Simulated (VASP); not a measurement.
# Nb (Im-3m) in VASP: a series of runs

Nb is run at these levels: PBE-based screened hybrid with 25 % exact exchange, HSE06; tasks: relaxation of cell and atoms.

All numbers are computed with VASP 6.6.1; they aren't measurements. Logs are shortened: lines on timing, memory, paths and dates and some standing lists are left out, and cuts for length are marked.

### 1 The cell of the first run

It takes space group Im-3m (No. 229, cubic). Conventional cell: a = 3.328 Å, b = 3.328 Å, c = 3.328 Å, α = 90.00°, β = 90.00°, γ = 90.00°. Within 3.8 Å of Nb (site symmetry m-3m) lie 14 Nb at 2.88 to 3.33 Å.

### 2 Relaxation of cell and atoms, PBE-based screened hybrid with 25 % exact exchange

The input, POSCAR:

```
Nb
1.0
   -1.6639500000      1.6639500000      1.6639500000
    1.6639500000     -1.6639500000      1.6639500000
    1.6639500000      1.6639500000     -1.6639500000
Nb
1
Direct
    0.0000000000      0.0000000000      0.0000000000
```

The input, INCAR.step1:

```
SYSTEM = Nb
PREC = Accurate ; ENCUT = 500
EDIFF = 1E-5 ; ISMEAR = -1
SIGMA = 0.05 ; LREAL = .False.
LASPH = .True. ; NELM = 120
ALGO = Normal ; LWAVE = .True.
LCHARG = .False. ; GGA = PE
NBANDS = 12 ; GGA_COMPAT = .False.
IBRION = 2 ; ISIF = 3
EDIFFG = -0.005 ; NELMIN = 4
NSW = 100
```

The input, INCAR.step2:

```
SYSTEM = Nb
PREC = Accurate ; ENCUT = 500
EDIFF = 1E-7 ; ISMEAR = -1
SIGMA = 0.05 ; LREAL = .False.
LASPH = .True. ; NELM = 120
ALGO = Normal ; ISIF = 3
LWAVE = .False. ; LCHARG = .False.
GGA = PE ; LHFCALC = .True.
AEXX = 0.25 ; HFSCREEN = 0.3
PRECFOCK = Normal ; IBRION = 2
NSW = 60 ; EDIFFG = -0.01
ISTART = 1 ; GGA_COMPAT = .False.
NELMIN = 4
```

The input, KPOINTS:

```
Automatic mesh
0
Gamma
  6 6 6
  0 0 0
```

Potentials or basis: VASP PAW PBE potentials, release 64 (Nb_sv).

On the command line:

```sh
$ cat potpaw_PBE.64/Nb_sv/POTCAR > POTCAR
$ cp INCAR.step1 INCAR
$ mpirun -np 1 vasp_std > vasp.out
$ cp INCAR.step2 INCAR
$ mpirun -np 1 vasp_std > vasp.out
```

OUTCAR:

```text
SYSTEM = Nb
   PREC = Accurate
   ENCUT = 500
   EDIFF = 1E-7
   ISMEAR = -1
   LREAL = .False.
   LASPH = .True.
   NELM = 120
   ISIF = 3
   GGA = PE
   LHFCALC = .True.
   AEXX = 0.25
   HFSCREEN = 0.3
   PRECFOCK = Normal
   IBRION = 2
   NSW = 60
   EDIFFG = -0.01
   ISTART = 1
   NELMIN = 4

 ion  position               nearest neighbor table
   1  0.000  0.000  0.000-

  LATTYP: Found a body centered cubic cell.
 ALAT       =     3.3279000000

  Lattice vectors:

 A1 = (  -1.6639500000,   1.6639500000,   1.6639500000)
 A2 = (   1.6639500000,  -1.6639500000,   1.6639500000)
 A3 = (   1.6639500000,   1.6639500000,  -1.6639500000)

Analysis of symmetry for initial positions (statically):
=====================================================================
 Subroutine PRICEL returns:
 Original cell was already a primitive cell.

 Routine SETGRP: Setting up the symmetry group for a
 body centered cubic supercell.

 Subroutine GETGRP returns: Found 48 space group operations
 (whereof 48 operations were pure point group operations)
 out of a pool of 48 trial point group operations.

The static configuration has the point symmetry O_h .

Analysis of symmetry for dynamics (positions and initial velocities):
=====================================================================
 Subroutine PRICEL returns:
 Original cell was already a primitive cell.

 Routine SETGRP: Setting up the symmetry group for a
 body centered cubic supercell.

 Subroutine GETGRP returns: Found 48 space group operations
 (whereof 48 operations were pure point group operations)
 out of a pool of 48 trial point group operations.

The dynamic configuration has the point symmetry O_h .

 Subroutine INISYM returns: Found 48 space group operations
 (whereof 48 operations are pure point group operations),
 and found     1 'primitive' translations

----------------------------------------------------------------------------------------

                                     Primitive cell

  volume of cell :      18.4281

  direct lattice vectors                    reciprocal lattice vectors
    -1.663950000  1.663950000  1.663950000     0.000000000  0.300489798  0.300489798
     1.663950000 -1.663950000  1.663950000     0.300489798  0.000000000  0.300489798
     1.663950000  1.663950000 -1.663950000     0.300489798  0.300489798  0.000000000

  length of vectors
     2.882045941  2.882045941  2.882045941     0.424956748  0.424956748  0.424956748

  position of ions in fractional coordinates (direct lattice)
     0.000000000  0.000000000  0.000000000

  ion indices of the primitive-cell ions
   primitive index   ion index
                 1           1

----------------------------------------------------------------------------------------

 KPOINTS: Automatic mesh

Automatic generation of k-mesh.
 Grid dimensions read from file:
 generate k-points for:    6    6    6

 Generating k-lattice:

  Cartesian coordinates                     Fractional coordinates (reciprocal lattice)
     0.000000000  0.050081633  0.050081633     0.166666667  0.000000000  0.000000000
     0.050081633  0.000000000  0.050081633     0.000000000  0.166666667  0.000000000
     0.050081633  0.050081633  0.000000000     0.000000000  0.000000000  0.166666667

  Length of vectors
     0.070826125  0.070826125  0.070826125

  Shift w.r.t. Gamma in fractional coordinates (k-lattice)
     0.000000000  0.000000000  0.000000000

 Subroutine IBZKPT returns following result:
 ===========================================

 Found     16 irreducible k-points:

 Following reciprocal coordinates:
            Coordinates               Weight
  0.000000  0.000000  0.000000      1.000000
  0.166667  0.000000  0.000000     12.000000
  0.333333  0.000000  0.000000     12.000000
  0.500000  0.000000  0.000000      6.000000
  0.166667  0.166667  0.000000     24.000000
  0.333333  0.166667  0.000000     48.000000
[... 8 lines left out ...]
  0.500000  0.500000  0.333333     12.000000
  0.500000  0.500000  0.500000      1.000000
   k-points           NKPTS =     16   k-points in BZ     NKDIM =    216   number of bands    NBANDS=     10
   number of dos      NEDOS =    301   number of ions     NIONS =      1
   total plane-waves  NPLWV =  13824
   dimension x,y,z NGX =    24 NGY =   24 NGZ =   24
   dimension x,y,z NGXF=    48 NGYF=   48 NGZF=   48
   ions per type =               1
   NGX,Y,Z   is equivalent  to a cutoff of  13.84, 13.84, 13.84 a.u.
   NGXF,Y,Z  is equivalent  to a cutoff of  27.69, 27.69, 27.69 a.u.
 SYSTEM =  Nb
   PREC   = accura    normal or accurate (medium, high low for compatibility)
   ISTART =      1    job   : 0-new  1-cont  2-samecut
   ICHARG =      0    charge: 1-file 2-atom 10-const
   ISPIN  =      1    spin polarized calculation?
   LNONCOLLINEAR =      F non collinear calculations
   LSORBIT =      F    spin-orbit coupling
   LASPH  =      T    aspherical Exc in radial PAW
   ENCUT  =  500.0 eV  36.75 Ry    6.06 a.u.   5.25  5.25  5.25*2*pi/ulx,y,z
   NELM   =    120;   NELMIN=  4; NELMDL=  0     # of ELM steps
   EDIFF  = 0.1E-06   stopping-criterion for ELM
   LREAL  =      F    real-space projection
   EDIFFG = -.1E-01   stopping-criterion for IOM
   NSW    =     60    number of steps for IOM
   IBRION =      2    ionic relax: 0-MD 1-quasi-New 2-CG
   NFREE  =      1    steps in history (QN), initial steepest desc. (CG)
   ISIF   =      3    stress and relaxation
   ISYM   =      3    0-nonsym 1-usesym 2-fastsym
   POTIM  = 0.5000    time-step for ionic-motion
   TEBEG  =    0.0;   TEEND  =   0.0 temperature during run
   PSTRESS=    0.0 pullay stress
   NELECT =      13.0000    total number of electrons
   NUPDOWN=      -1.0000    fix difference up-down
   EMIN   =  10.00;   EMAX   =-10.00  energy-range for DOS
   EFERMI =   0.00;   METHOD = LEGACY
   ISMEAR =    -1;   SIGMA  =   0.05  broadening in eV -4-tet -1-fermi 0-gaus
   EFERMI_NEDOS =   21; number of points for ismear=-14 and -15
   IALGO  =     38    algorithm
   IMIX   =      1    mixing-type and parameters
     AMIX     =   0.40;   BMIX     =  1.00
     AMIX_MAG =   1.60;   BMIX_MAG =  1.00
  volume/ion in A,a.u.               =      18.43       124.36
  Fermi-wavevector in a.u.,A,eV,Ry     =   1.457345  2.753983 28.896790  2.123854
  Thomas-Fermi vector in A             =   2.574157
   LORBIT       =      0    0 simple, 1 ext, 2 COOP (PROOUT), +10 PAW based schemes
   GGA     = PE    functional components
   LHFCALC =     T    Hartree Fock is set to
   PRECFOCK=normal    Normal, Fast or Accurate (Low or Medium for compatibility)
   ENCUT4O =  -1.0   cutoff for four orbital integrals eV
   NKREDX  =     1    reduce k-point grid by
   NKREDY  =     1    reduce k-point grid by
   NKREDZ  =     1    reduce k-point grid by
   AEXX    =    0.2500 exact exchange contribution
   HFSCREEN=    0.3000 screening length (either q_TF or 0.3 A-1)
   HFSCREENC=   0.3000 screening length for correlation (either q_TF or 0.3 A-1)
   ENCUTFOCK=  -1.0 apply spherical cutoff to Coloumb kernel
   IVDW    =     0    specifies the selected vdW correction
   LEPSILON=     F    determine dielectric tensor
   LRPA    =     F    only Hartree local field effects (RPA)
 conjugate gradient relaxation of ions
 non-spin polarized calculation
  energy-cutoff  :      500.00
  volume of cell :       18.43
 maximum number of plane-waves:       476
 NGX is ok and might be reduce to    24
  NGX = 16; NGY = 16; NGZ = 16

--------------------------------------- Ionic step        1  -------------------------------------------

 number of electron      12.9999999 magnetization

 Free energy of the ion-electron system (eV)
  ---------------------------------------------------
  ext. energy  EPLUGINS =         0.00000000
  ---------------------------------------------------
  free energy    TOTEN  =       -11.42865912 eV

  energy without entropy =      -11.42078707  energy(sigma->0) =      -11.42472310

------------------------ aborting loop because EDIFF is reached ----------------------------------------

  FORCE on cell =-STRESS in cart. coord.  units (eV):
  Direction    XX          YY          ZZ          XY          YZ          ZX
  --------------------------------------------------------------------------------------
  -------------------------------------------------------------------------------------
  Total       -1.0326485     -1.0326485     -1.0326485      0.0000000      0.0000000      0.0000000
  in kB      -89.7805563    -89.7805563    -89.7805563      0.0000000      0.0000000      0.0000000
  external PRESSURE =     -89.7805563 kB  Pullay stress =       0.0000000 kB

 VOLUME and BASIS-vectors are now :
 -----------------------------------------------------------------------------
  energy-cutoff  :      500.00
  volume of cell :       18.43
      direct lattice vectors                 reciprocal lattice vectors
    -1.663950000  1.663950000  1.663950000     0.000000000  0.300489798  0.300489798
     1.663950000 -1.663950000  1.663950000     0.300489798  0.000000000  0.300489798
     1.663950000  1.663950000 -1.663950000     0.300489798  0.300489798  0.000000000
[... 71 lines left out ...]
 POSITION                                       TOTAL-FORCE (eV/Angst)
 -----------------------------------------------------------------------------------
      0.00000      0.00000      0.00000        -0.000000      0.000000     -0.000000
 -----------------------------------------------------------------------------------
    total drift:                               -0.000000      0.000000      0.000000

  FREE ENERGIE OF THE ION-ELECTRON SYSTEM (eV)
  ---------------------------------------------------
  free  energy   TOTEN  =       -11.4580556298 eV

  energy  without entropy=      -11.4528258346  energy(sigma->0) =      -11.45544073

--------------------------------------- Ionic step        4  -------------------------------------------

 number of electron      13.0000001 magnetization

 Free energy of the ion-electron system (eV)
  ---------------------------------------------------
  ext. energy  EPLUGINS =         0.00000000
  ---------------------------------------------------
  free energy    TOTEN  =       -11.45812650 eV

  energy without entropy =      -11.45299624  energy(sigma->0) =      -11.45556137

 E-fermi :  11.6787     XC(G=0): -10.5090

 val. band max:       11.4224064246   @ k =   0.3333   0.1667   0.1667
 cond. band min:      11.7513017848   @ k =   0.1667   0.0000   0.0000
 fundamental gap:      0.3288953602
 Fermi energy:        11.6786991348

 k-point     1 :       0.0000    0.0000    0.0000
  band No.  band energies     occupation
      1     -46.3617      2.00000
      2     -20.0938      2.00000
      3     -20.0938      2.00000
      4     -20.0938      2.00000
      5       4.7969      2.00000
      6      12.1098      0.00036
      7      12.1098      0.00036
      8      12.1098      0.00036
      9      15.6667      0.00000
     10      15.6667      0.00000

 k-point     2 :       0.1667    0.0000    0.0000
  band No.  band energies     occupation
      1     -46.2841      2.00000
      2     -20.5500      2.00000
      3     -20.2280      2.00000
      4     -20.0965      2.00000
      5       6.0020      2.00000
      6      11.3353      1.99792
      7      11.7513      0.37937
      8      13.3396      0.00000
      9      14.9372      0.00000
     10      15.6698      0.00000
[... 202 lines left out ...]
 POSITION                                       TOTAL-FORCE (eV/Angst)
 -----------------------------------------------------------------------------------
      0.00000      0.00000      0.00000        -0.000000      0.000000     -0.000000
 -----------------------------------------------------------------------------------
    total drift:                               -0.000000     -0.000000     -0.000000

  FREE ENERGIE OF THE ION-ELECTRON SYSTEM (eV)
  ---------------------------------------------------
  free  energy   TOTEN  =       -11.4581265026 eV

  energy  without entropy=      -11.4529962373  energy(sigma->0) =      -11.45556137

 reached required accuracy - stopping structural energy minimisation
```

It took 19 min on 1 thread of Intel Xeon 6975P-C (Granite Rapids), shared host; peak memory 0.25 GiB.

What came out:

* Free energy: -11.4581 eV
* Relaxed volume: 17.44 Å³/atom
* Relaxed cell: a = 2.829 Å, b = 2.829 Å, c = 2.829 Å, α = 109.47°, β = 109.47°, γ = 109.47°
* Space group after relaxing (to 0.1 Å): Im-3m (No. 229)
* Energy gained by relaxing: 29.5 meV/atom
* Ionic steps: 4
* Pressure after relaxing: -0.1 GPa
* Band gap on the k mesh: zero (an odd number of electrons rules out a gap without spin polarisation)

Step by step:
```
step  energy change (eV)  largest force (eV/Å)  pressure (GPa)  volume (Å³)
   1              0.0000                0.0000           -8.98        18.43
   2              0.0706                0.0000           20.81        15.81
   3             -0.0294                0.0000           -0.45        17.48
   4             -0.0295                0.0000           -0.08        17.44
```

Final structure:
```yaml
crystal:
  lattice:
    - [-1.63357, 1.63357, 1.63357]
    - [1.63357, -1.63357, 1.63357]
    - [1.63357, 1.63357, -1.63357]
  atoms:
    - { symbol: Nb, position: [0.00000, 0.00000, 0.00000] }
```

Levels at points of the mesh, in eV from the Fermi level:
```
           k point  band 4  band 5  band 6  band 7  band 8  band 9
(0.00, 0.00, 0.00)  -31.77   -6.88    0.43    0.43    0.43    3.99
(0.50, 0.00, 0.00)  -31.78   -4.45   -2.11    2.34    3.99    4.77
(0.50, 0.50, 0.50)  -32.90   -4.44   -4.44    6.42    6.42    6.42
```

Caveat: the k points lie up to 0.45 Å⁻¹ apart in the final cell, too coarse for converged energies and pressures of a metal; the PAW data sets were made with another functional, which shifts forces and pressure a little.

(Continued in part 2 of 2.)
